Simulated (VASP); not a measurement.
# Sc2TaMo2C5 (P1) in VASP: a series of runs

The runs below take Sc2TaMo2C5 through single point, with PBE.

All numbers are computed with VASP 6.6.1; they aren't measurements. Logs are shortened: lines on timing, memory, paths and dates and some standing lists are left out, and cuts for length are marked.

### 1 The cell of the first run

The typed cell holds 20 atoms: a = 5.445 Å, b = 5.483 Å, c = 8.373 Å, α = 83.82°, β = 71.08°, γ = 71.03°.

### 2 Single point, PBE

The input, INCAR:

```
PREC     = Accurate       # precision mode
ENCUT    = 520            # plane-wave cutoff, eV
EDIFF    = 1E-6           # SCF threshold, eV
ISMEAR   = 0              # smearing method
SIGMA    = 0.1            # smearing width, eV
LREAL    = Auto         
LASPH    = T              # aspherical terms in the spheres
NELM     = 60             # most SCF steps
ALGO     = Normal         # electronic algorithm
ISIF     = 2              # what is computed and relaxed
LWAVE    = F              # write WAVECAR
LCHARG   = F              # write CHGCAR
GGA      = PE             # functional
NBANDS   = 97             # bands
ISYM     = 0
```

The input, KPOINTS:

```
Automatic mesh
0
Gamma
  3 3 2
  0 0 0.5
```

The input, POSCAR:

```
Sc2TaMo2C5
1.0
    2.2309315512      2.2347244283      4.4357135079
   -2.2522092867     -2.2606522470      4.4593162850
    6.7086870501     -4.4911538571      2.2207630560
C Sc Mo Ta
10 4 4 2
Direct
    0.9485575607      0.7602284585      0.5961497360
    0.8538428091      0.2416228169      0.7996068462
    0.3471919835      0.7568446561      0.8095314582
    0.7564329830      0.7489743883      0.9940062196
    0.1529418317      0.7503343976      0.1967683465
    0.0508752938      0.2470920405      0.4063327469
    0.5392935385      0.7612639193      0.4019324772
    0.4511328242      0.2430250211      0.5958196448
    0.2624513633      0.2360191842      0.9961875574
    0.6477658090      0.2484548661      0.2020122805
    0.1079897339      0.4964049055      0.7987958317
    0.4023292984      0.9971256250      0.1980937542
    0.6917999558      0.5100608639      0.6018201382
    0.9053409619      0.4978701513      0.1986996568
    0.1750344948      0.0243081051      0.5957965781
    0.0231211974     -0.0147133681      0.0014168194
    0.7688655077      0.0157151505      0.3982991957
    0.5357174441      0.4600868713      0.9985356906
    0.6074396118     -0.0096704944      0.7997223550
    0.2900118361      0.5205842728      0.3999494741
```

Potentials or basis: VASP PAW PBE potentials, release 64 (C, Sc_sv, Mo_sv, Ta_pv).

The run is started by

```
$ cat potpaw_PBE.64/C/POTCAR potpaw_PBE.64/Sc_sv/POTCAR potpaw_PBE.64/Mo_sv/POTCAR potpaw_PBE.64/Ta_pv/POTCAR > POTCAR
$ mpirun -np 1 vasp_std > vasp.out
```

OUTCAR:

```text
PREC = Accurate
   ENCUT = 520
   EDIFF = 1E-6
   ISMEAR = 0
   LREAL = Auto
   LASPH = T
   NELM = 60
   ISIF = 2
   GGA = PE
   ISYM = 0

 ion  position               nearest neighbor table
   1  0.949  0.760  0.596-  15 2.19  20 2.19  19 2.20  13 2.24  17 2.31  11 2.31
   2  0.854  0.242  0.800-  18 2.10  15 2.13  19 2.21  11 2.26  13 2.29  16 2.31
   3  0.347  0.757  0.810-  16 2.10  19 2.18  11 2.25  13 2.26  18 2.37  15 2.42
   4  0.756  0.749  0.994-  19 2.18  11 2.23  16 2.26  12 2.27  18 2.27  14 2.27
   5  0.153  0.750  0.197-  16 2.13  20 2.19  12 2.21  14 2.22  17 2.37  18 2.41
   6  0.051  0.247  0.406-  15 2.05  20 2.27  13 2.28  14 2.28  12 2.29  17 2.31
   7  0.539  0.761  0.402-  17 2.15  20 2.18  12 2.21  13 2.25  15 2.28  14 2.33
   8  0.451  0.243  0.596-  17 2.11  15 2.21  11 2.25  13 2.27  19 2.29  20 2.30
   9  0.262  0.236  0.996-  16 2.17  12 2.21  19 2.21  18 2.22  11 2.26  14 2.30
  10  0.648  0.248  0.202-  18 2.10  17 2.11  12 2.22  14 2.25  20 2.31  16 2.34
  11  0.108  0.496  0.799-   4 2.23   3 2.25   8 2.25   9 2.26   2 2.26   1 2.31  18 3.08  13 3.09
                            15 3.11  16 3.15  19 3.16  20 3.16  14 3.17  13 3.19  19 3.19  16 3.20
  12  0.402  0.997  0.198-   9 2.21   7 2.21   5 2.21  10 2.22   4 2.27   6 2.29  17 3.02  18 3.04
                            16 3.05  20 3.08  15 3.16  19 3.16  14 3.17  14 3.18  16 3.23  20 3.27
  13  0.692  0.510  0.602-   1 2.24   7 2.25   3 2.26   8 2.27   6 2.28   2 2.29  15 3.07  19 3.09
                            11 3.09  20 3.15  18 3.16  20 3.16  17 3.17  11 3.19  14 3.19  17 3.20
  14  0.905  0.498  0.199-   5 2.22  10 2.25   4 2.27   6 2.28   9 2.30   7 2.33  18 3.07  20 3.12
                            16 3.12  17 3.14  12 3.17  11 3.17  12 3.18  16 3.19  20 3.19  13 3.19
  15  0.175  0.024  0.596-   6 2.05   2 2.13   1 2.19   8 2.21   7 2.28   3 2.42  19 3.06  13 3.07
                            17 3.11  11 3.11  20 3.15  12 3.16  20 3.16  17 3.18  16 3.23  11 3.26
  16  0.023  0.985  0.001-   3 2.10   5 2.13   9 2.17   4 2.26   2 2.31  10 2.34  12 3.05  18 3.06
                            19 3.09  14 3.12  11 3.15  17 3.16  14 3.19  11 3.20  15 3.23  19 3.23
  17  0.769  0.016  0.398-  10 2.11   8 2.11   7 2.15   6 2.31   1 2.31   5 2.37  12 3.02  15 3.11
                            20 3.12  14 3.14  16 3.16  13 3.17  15 3.18  19 3.19  13 3.20  14 3.20
  18  0.536  0.460  0.999-  10 2.10   2 2.10   9 2.22   4 2.27   3 2.37   5 2.41  12 3.04  16 3.06
                            19 3.07  14 3.07  11 3.08  13 3.16  20 3.20  11 3.23  14 3.24  19 3.26
  19  0.607  0.990  0.800-   3 2.18   4 2.18   1 2.20   9 2.21   2 2.21   8 2.29  15 3.06  18 3.07
                            16 3.09  13 3.09  11 3.16  12 3.16  17 3.19  11 3.19  16 3.23  13 3.23
  20  0.290  0.521  0.400-   7 2.18   1 2.19   5 2.19   6 2.27   8 2.30  10 2.31  12 3.08  14 3.12
                            17 3.12  15 3.15  13 3.15  15 3.16  11 3.16  13 3.16  14 3.19  18 3.20

IMPORTANT INFORMATION: All symmetrisations will be switched off!
NOSYMM: (Re-)initialisation of all symmetry stuff for point group C_1.

----------------------------------------------------------------------------------------

                                     Primitive cell

  volume of cell :     223.6508

  direct lattice vectors                    reciprocal lattice vectors
     2.230931551  2.234724428  4.435713508     0.067100590  0.156126319  0.113037931
    -2.252209287 -2.260652247  4.459316285    -0.111263908 -0.110902533  0.111832913
     6.708687050 -4.491153857  2.220763056     0.089393582 -0.089150506 -0.000046024

  length of vectors
     5.444869437  5.483474900  8.373095811     0.204096768  0.192835758  0.126249861

  position of ions in fractional coordinates (direct lattice)
     0.948557561  0.760228459  0.596149736
     0.853842809  0.241622817  0.799606846
     0.347191983  0.756844656  0.809531458
     0.756432983  0.748974388  0.994006220
     0.152941832  0.750334398  0.196768347
     0.050875294  0.247092041  0.406332747
[... 12 lines left out ...]
     0.607439612  0.990329506  0.799722355
     0.290011836  0.520584273  0.399949474

  ion indices of the primitive-cell ions
   primitive index   ion index
                 1           1
                 2           2
                 3           3
                 4           4
                 5           5
                 6           6
[... 12 lines left out ...]
                19          19
                20          20

----------------------------------------------------------------------------------------

 KPOINTS: Automatic mesh

Automatic generation of k-mesh.
 Grid dimensions read from file:
 generate k-points for:    3    3    2

 Generating k-lattice:

  Cartesian coordinates                     Fractional coordinates (reciprocal lattice)
     0.022366863  0.052042106  0.037679310     0.333333333  0.000000000  0.000000000
    -0.037087969 -0.036967511  0.037277638    -0.000000000  0.333333333  0.000000000
     0.044696791 -0.044575253 -0.000023012     0.000000000  0.000000000  0.500000000

  Length of vectors
     0.068032256  0.064278586  0.063124931

  Shift w.r.t. Gamma in fractional coordinates (k-lattice)
     0.000000000  0.000000000  0.500000000

 Subroutine IBZKPT returns following result:
 ===========================================

 Found      9 irreducible k-points:

 Following reciprocal coordinates:
            Coordinates               Weight
  0.000000 -0.000000  0.250000      2.000000
  0.333333 -0.000000  0.250000      2.000000
 -0.333333  0.000000  0.250000      2.000000
  0.000000  0.333333  0.250000      2.000000
  0.333333  0.333333  0.250000      2.000000
 -0.333333  0.333333  0.250000      2.000000
 -0.000000 -0.333333  0.250000      2.000000
  0.333333 -0.333333  0.250000      2.000000
 -0.333333 -0.333333  0.250000      2.000000
   k-points           NKPTS =      9   k-points in BZ     NKDIM =      9   number of bands    NBANDS=     97
   number of dos      NEDOS =    301   number of ions     NIONS =     20
   total plane-waves  NPLWV = 107520
   dimension x,y,z NGX =    40 NGY =   42 NGZ =   64
   dimension x,y,z NGXF=    80 NGYF=   84 NGZF=  128
   ions per type =              10   4   4   2
   NGX,Y,Z   is equivalent  to a cutoff of  12.21, 12.73, 12.71 a.u.
   NGXF,Y,Z  is equivalent  to a cutoff of  24.43, 25.47, 25.41 a.u.
 SYSTEM =  unknown system
   PREC   = accura    normal or accurate (medium, high low for compatibility)
   ISTART =      0    job   : 0-new  1-cont  2-samecut
   ICHARG =      2    charge: 1-file 2-atom 10-const
   ISPIN  =      1    spin polarized calculation?
   LNONCOLLINEAR =      F non collinear calculations
   LSORBIT =      F    spin-orbit coupling
   LASPH  =      T    aspherical Exc in radial PAW
   ENCUT  =  520.0 eV  38.22 Ry    6.18 a.u.  10.12 10.20 15.57*2*pi/ulx,y,z
   NELM   =     60;   NELMIN=  2; NELMDL= -5     # of ELM steps
   EDIFF  = 0.1E-05   stopping-criterion for ELM
   LREAL  =      T    real-space projection
   EDIFFG = 0.1E-04   stopping-criterion for IOM
   NSW    =      0    number of steps for IOM
   IBRION =     -1    ionic relax: 0-MD 1-quasi-New 2-CG
   NFREE  =      0    steps in history (QN), initial steepest desc. (CG)
   ISIF   =      2    stress and relaxation
   ISYM   =      0    0-nonsym 1-usesym 2-fastsym
   POTIM  = 0.5000    time-step for ionic-motion
   TEBEG  =    0.0;   TEEND  =   0.0 temperature during run
   PSTRESS=    0.0 pullay stress
   NELECT =     162.0000    total number of electrons
   NUPDOWN=      -1.0000    fix difference up-down
   EMIN   =  10.00;   EMAX   =-10.00  energy-range for DOS
   EFERMI =   0.00;   METHOD = LEGACY
   ISMEAR =     0;   SIGMA  =   0.10  broadening in eV -4-tet -1-fermi 0-gaus
   EFERMI_NEDOS =   21; number of points for ismear=-14 and -15
   IALGO  =     38    algorithm
   IMIX   =      4    mixing-type and parameters
     AMIX     =   0.40;   BMIX     =  1.00
     AMIX_MAG =   1.60;   BMIX_MAG =  1.00
  volume/ion in A,a.u.               =      11.18        75.46
  Fermi-wavevector in a.u.,A,eV,Ry     =   1.470245  2.778360 29.410624  2.161620
  Thomas-Fermi vector in A             =   2.585525
   LORBIT       =      0    0 simple, 1 ext, 2 COOP (PROOUT), +10 PAW based schemes
   GGA     = PE    functional components
   LHFCALC =     F    Hartree Fock is set to
   AEXX    =    0.0000 exact exchange contribution
   IVDW    =     0    specifies the selected vdW correction
   LEPSILON=     F    determine dielectric tensor
   LRPA    =     F    only Hartree local field effects (RPA)
 non-spin polarized calculation
 Gauss-broadening in eV      SIGMA  =   0.10
  energy-cutoff  :      520.00
  volume of cell :      223.65
 maximum number of plane-waves:      6049
   NGX = 21   NGY = 21   NGZ = 31

 number of electron     162.0000002 magnetization

 Free energy of the ion-electron system (eV)
  ---------------------------------------------------
  ext. energy  EPLUGINS =         0.00000000
  ---------------------------------------------------
  free energy    TOTEN  =      -192.38744944 eV

  energy without entropy =     -192.36213887  energy(sigma->0) =     -192.37479416

 E-fermi :   8.7653     XC(G=0): -12.7184

 val. band max:        8.7584426181   @ k =   0.0000   0.3333   0.2500
 cond. band min:       8.8003882376   @ k =  -0.0000  -0.3333   0.2500
 fundamental gap:      0.0419456195
 Fermi energy:         8.7653286594

 k-point     1 :       0.0000   -0.0000    0.2500
  band No.  band energies     occupation
      1     -53.1592      2.00000
      2     -53.0971      2.00000
      3     -53.0948      2.00000
      4     -53.0704      2.00000
      5     -39.6308      2.00000
      6     -39.5899      2.00000
[... 85 lines left out ...]
     92      10.8119      0.00000
     93      11.0567      0.00000

 k-point     2 :       0.3333   -0.0000    0.2500
  band No.  band energies     occupation
      1     -53.1581      2.00000
      2     -53.0962      2.00000
      3     -53.0924      2.00000
      4     -53.0748      2.00000
      5     -39.6267      2.00000
      6     -39.5885      2.00000
[... 661 lines left out ...]
     92      10.9385      0.00000
     93      11.0715      0.00000

 k-point     9 :      -0.3333   -0.3333    0.2500
  band No.  band energies     occupation
      1     -53.1591      2.00000
      2     -53.0951      2.00000
      3     -53.0929      2.00000
      4     -53.0744      2.00000
      5     -39.6254      2.00000
      6     -39.5928      2.00000
[... 85 lines left out ...]
     92      10.7664      0.00000
     93      11.0921      0.00000
 [bands above 93 left out]

------------------------ aborting loop because EDIFF is reached ----------------------------------------

  FORCE on cell =-STRESS in cart. coord.  units (eV):
  Direction    XX          YY          ZZ          XY          YZ          ZX
  --------------------------------------------------------------------------------------
  -------------------------------------------------------------------------------------
  Total        1.0078966      0.9545973      0.9632236     -0.0377480     -0.0073984      0.0435457
  in kB        7.2203134      6.8384910      6.9002875     -0.2704171     -0.0530005      0.3119501
  external PRESSURE =       6.9863640 kB  Pullay stress =       0.0000000 kB

 VOLUME and BASIS-vectors are now :
 -----------------------------------------------------------------------------
  energy-cutoff  :      520.00
  volume of cell :      223.65
      direct lattice vectors                 reciprocal lattice vectors
     2.230931551  2.234724428  4.435713508     0.067100590  0.156126319  0.113037931
    -2.252209287 -2.260652247  4.459316285    -0.111263908 -0.110902533  0.111832913
     6.708687050 -4.491153857  2.220763056     0.089393582 -0.089150506 -0.000046024

 POSITION                                       TOTAL-FORCE (eV/Angst)
 -----------------------------------------------------------------------------------
      4.40336     -2.27625      8.92154        -0.009109     -0.003647      0.038049
      6.72499     -2.22928      6.64061         0.012259      0.002761      0.000261
      4.50088     -4.57081      6.71283         0.011635     -0.015361      0.009505
      6.66918     -4.46699      8.90269         0.000678     -0.027841     -0.018811
     -0.02865     -2.23818      4.46136        -0.026795      0.007324     -0.008686
      2.28296     -2.26980      2.22990        -0.000357     -0.001744     -0.005802
[... 12 lines left out ...]
      4.48981     -4.47301      8.88661        -0.003030     -0.007062     -0.018924
      2.15767     -2.32500      4.49605         0.010778     -0.000090     -0.017703
 -----------------------------------------------------------------------------------
    total drift:                                0.011887      0.002337      0.004186

  FREE ENERGIE OF THE ION-ELECTRON SYSTEM (eV)
  ---------------------------------------------------
  free  energy   TOTEN  =      -192.3874494358 eV

  energy  without entropy=     -192.3621388743  energy(sigma->0) =     -192.37479416
```

It took 14 min on 1 thread of Intel Xeon 8259CL, shared host; peak memory 0.39 GiB.

Results:

- Free energy: -192.3874 eV
- Pressure: 0.7 GPa
- Largest force: 0.039 eV/Å
- Band gap on the k mesh: zero (bands 81 and 82 overlap by 0.21 eV)

Forces on the atoms (eV/Å):
```
C   -0.009 -0.004  0.038
C    0.012  0.003  0.000
C    0.012 -0.015  0.010
C    0.001 -0.028 -0.019
C   -0.027  0.007 -0.009
C    0.000 -0.002 -0.006
C   -0.006 -0.018  0.033
C   -0.023  0.013 -0.018
C   -0.002  0.005  0.014
C    0.014  0.014  0.000
Sc   0.010  0.022  0.003
Sc  -0.018  0.011 -0.014
Sc   0.003  0.007 -0.014
Sc   0.019  0.014  0.000
Mo   0.010 -0.004  0.011
Mo   0.015  0.007  0.017
Mo   0.001 -0.022  0.005
Mo  -0.020 -0.003 -0.016
Ta  -0.003 -0.007 -0.019
Ta   0.011  0.000 -0.018
```

Levels at points of the mesh, in eV from the Fermi level:
```
           k point  band 78  band 79  band 80  band 81  band 82  band 83  band 84  band 85
(0.00, 0.00, 0.25)    -0.95    -0.81    -0.55    -0.48     0.19     0.78     1.04     1.14
```

Caveat: the k points lie up to 0.43 Å⁻¹ apart; spin-orbit coupling is left out, which moves the levels of the heavy elements.

### 3 Single point, PBE

This run uses another cell than the first one, of 11.29 Å³/atom.

The input, INCAR:

```
ALGO = Normal
EDIFF = 1E-6
ENCUT = 520
GGA = PE
ISIF = 2
ISMEAR = 0
ISYM = 0
LASPH = T
LCHARG = F
LREAL = Auto
LWAVE = F
NBANDS = 97
NELM = 80
PREC = Accurate
SIGMA = 0.1
```

KPOINTS is that of step 2.

The input, POSCAR:

```
Sc2TaMo2C5
1.0
    2.2247711624      2.2318145106      4.4905666838
   -2.2315096286     -2.2363863685      4.4962218458
    6.7354915514     -4.5220988249      2.2439292117
C Sc Mo Ta
10 4 4 2
Direct
    0.9553811440      0.7557645076      0.5814880051
    0.8406444834      0.2574042788      0.8152240417
    0.3453931569      0.7461247694      0.8153963198
    0.7472150783      0.7466460203      0.0084555247
    0.1539391415      0.7488819458      0.2026363339
    0.0481523693      0.2518788416      0.3928267790
    0.5556327894      0.7509017945      0.3913897295
    0.4654920116      0.2445224286      0.5852396350
    0.2432617485      0.2513647716      0.0099492482
    0.6487206796      0.2482792302      0.2003945477
    0.2003598734      0.0010297053      0.6000655489
    0.1052441042      0.4982826873      0.7992739631
    0.6020795429      0.9966246397      0.8033942043
    0.7004326960      0.5037742299      0.5977644112
    0.2964535006      0.5170208647      0.3821863622
    0.7857681851      1.0140301839      0.4169155401
    0.5224141448      0.4904336470      0.9918406205
    0.8716605733      0.4846081644      0.2005732717
    0.0085204039      0.9877971763      1.0085302611
    0.4070816326      0.0156338810      0.2015037721
```

Potentials or basis: VASP PAW PBE potentials, release 64 (C, Sc_sv, Mo_sv, Ta_pv).

The run is started by

```
$ cat potpaw_PBE.64/C/POTCAR potpaw_PBE.64/Sc_sv/POTCAR potpaw_PBE.64/Mo_sv/POTCAR potpaw_PBE.64/Ta_pv/POTCAR > POTCAR
$ mpirun -np 1 vasp_std > vasp.out
```

Wall time 15 min (1 thread of Intel Xeon 8259CL, shared host); peak memory 0.4 GiB.

Results (log left out):

```
Free energy            : -191.8001 eV
Pressure               : 0.6 GPa
Largest force          : 0.035 eV/Å
Band gap on the k mesh : zero (bands 81 and 82 overlap by 0.47 eV)
```

Forces on the atoms (eV/Å):
```
C   -0.010  0.017 -0.011
C   -0.004 -0.005  0.003
C    0.013  0.000  0.012
C    0.022 -0.001 -0.010
C    0.022 -0.003 -0.013
C   -0.018  0.000 -0.002
C   -0.003  0.017 -0.005
C   -0.011  0.017 -0.028
C    0.002 -0.020  0.014
C    0.007 -0.015  0.014
Sc   0.004 -0.008  0.011
Sc  -0.004  0.005 -0.001
Sc  -0.005  0.000 -0.002
Sc   0.005 -0.006  0.011
Mo  -0.003 -0.009  0.002
Mo  -0.002 -0.001  0.003
Mo  -0.009  0.002 -0.002
Mo  -0.004 -0.002  0.010
Ta  -0.001  0.005 -0.007
Ta   0.000  0.005  0.002
```

Levels at points of the mesh, in eV from the Fermi level:
```
           k point  band 78  band 79  band 80  band 81  band 82  band 83  band 84  band 85
(0.00, 0.00, 0.25)    -0.71    -0.62    -0.46    -0.11     0.00     0.50     0.66     0.80
```

Caveat: the k points lie up to 0.43 Å⁻¹ apart; spin-orbit coupling is left out, which moves the levels of the heavy elements.
